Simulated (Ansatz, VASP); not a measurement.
Two plane-wave programs on Al2Au

Contents of POSCAR:

```
Al2Au
1.0
    0.0000000000      3.0000000000      3.0000000000
    3.0000000000      0.0000000000      3.0000000000
    3.0000000000      3.0000000000      0.0000000000
Au Al
1 2
Direct
    0.0000000000      0.0000000000      0.0000000000
    0.7500000000      0.7500000000      0.7500000000
    0.2500000000      0.2500000000      0.2500000000
```

The input INCAR.step1:

```
SYSTEM = Al2Au
PREC = Accurate ; ENCUT = 520
ISMEAR = -1 ; SIGMA = 0.05
LREAL = .False. ; LASPH = .True.
NELM = 60 ; NBANDS = 16
GGA = PE ; ALGO = Normal
EDIFF = 1E-4 ; LWAVE = .True.
LCHARG = .False.
```

The input INCAR.step2:

```
SYSTEM = Al2Au
PREC = Accurate ; ENCUT = 520
EDIFF = 1E-6 ; ISMEAR = -1
SIGMA = 0.05 ; LREAL = .False.
LASPH = .True. ; NELM = 60
ALGO = Normal ; ISIF = 2
LWAVE = .False. ; LCHARG = .False.
METAGGA = R2SCAN ; LMIXTAU = .True.
NBANDS = 16 ; ISTART = 1
```

Contents of KPOINTS:

```
Automatic mesh
0
Gamma
  8 8 8
  0 0 0
```

The input input.yaml:

```yaml
crystal:
  lattice:
    - [0.0, 3.0, 3.0]
    - [3.0, 0.0, 3.0]
    - [3.0, 3.0, 0.0]
  atoms:
    - { symbol: Au, position: [0.0, 0.0, 0.0] }
    - { symbol: Al, position: [0.75, 0.75, 0.75] }
    - { symbol: Al, position: [0.25, 0.25, 0.25] }
hamiltonian:
  xc: r2scan
  pseudopotentials: { kind: paw }
kpoints:
  mp_grid: { grid: [8, 8, 8] }
scf:
  occupations: { method: fermi_dirac, width: 0.05 }
output:
  forces: true
  stress: true
  eigenvalues: true
```

Alike in both runs: task single point; functional r2SCAN; k mesh 8 × 8 × 8; occupations fermi-dirac, width 0.05 eV; no spin polarisation.

|  | VASP | Ansatz |
| --- | --- | --- |
| version | VASP 6.6.1 | Ansatz 0.2.0 |
| potentials or method | VASP PAW PBE potentials, release 64 (Au, Al) | Ansatz PAW |
| plane-wave cutoff (eV) | 520 | 500 |
| valence electrons in the cell | 17 | 25 |

Ansatz gave:

```
gap on the k mesh at the Fermi level (eV) : none
pressure (GPa)                            : 0.5
```

**Question.** What did VASP give for the same quantities?

**Answer.** gap on the k mesh at the Fermi level (eV): none; pressure (GPa): 0.1.

VASP's potentials were made for PBE, not for r2SCAN. A gap of «none» marks a metal or a gap that the smearing closes. VASP's potentials hold 17 valence electrons a cell and Ansatz's 25, so a difference there can come from the potentials and not from the codes.

Spin-orbit coupling is off throughout.
